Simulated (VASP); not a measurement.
Write the native input for VASP 6.6.1 that does the following.

- Task: single point
- Functional: PBE
- Potentials or basis: VASP PAW PBE potentials, release 64 (Na_pv, Tl_d, Cl)
- Cutoff: 520 eV
- k mesh: 4 × 4 × 4
- Occupations: gaussian, width 0.1 eV
- Spin: no spin polarisation
- Dipole correction: no
- Further INCAR settings: ALGO = Normal; EDIFF = 1e-06; NBANDS = 41

The structure of Na3TlCl4 lies in POSCAR:

```
Na3TlCl4
1.0
    4.2602005786     -4.2632227300     -0.0365476990
    4.2602005786      4.2632227300     -0.0365476990
   -4.2098026106      0.0000000000      5.9154043722
Na Tl Cl
3 1 4
Direct
    0.3774284042      0.6225715958      0.5000000000
    0.6243066916      0.3756933084      0.0000000000
    0.1266891957      0.8733108043      0.0000000000
    0.8759697324      0.1240302676      0.5000000000
    0.1421525509      0.3986503784      0.0374561449
    0.6013496216      0.8578474491      0.9625438551
    0.3762553578      0.1278549155      0.5005304628
    0.8721450845      0.6237446422      0.4994695372
```

One way to write it, as run:

INCAR

```
  PREC = Accurate
  ENCUT = 520
  EDIFF = 1E-6
  ISMEAR = 0
  SIGMA = 0.1
  LREAL = False
  LASPH = True
  NELM = 60
  ALGO = Normal
  ISIF = 2
  LWAVE = False
  LCHARG = False
  GGA = PE
  NBANDS = 41
```

KPOINTS

```
Automatic mesh
0
Gamma
  4 4 4
```

Potentials or basis: VASP PAW PBE potentials, release 64 (Na_pv, Tl_d, Cl).

Run with:

```console
$ cat potpaw_PBE.64/Na_pv/POTCAR potpaw_PBE.64/Tl_d/POTCAR potpaw_PBE.64/Cl/POTCAR > POTCAR
$ mpirun -np 1 vasp_std > vasp.out
```

It gave:

```yaml
Pressure: 0.2 GPa
Largest_force: 0.019 eV/Å
Band_gap_on_the_k_mesh: 3.16 eV (least direct gap 3.21 eV)
```

Caveat: spin-orbit coupling is left out, which moves the levels of the heavy elements.

Run time: 2.5 min on 1 thread of Intel(R) Xeon(R) Platinum 8488C (Sapphire Rapids), on a shared host, peak memory 0.45 GiB.
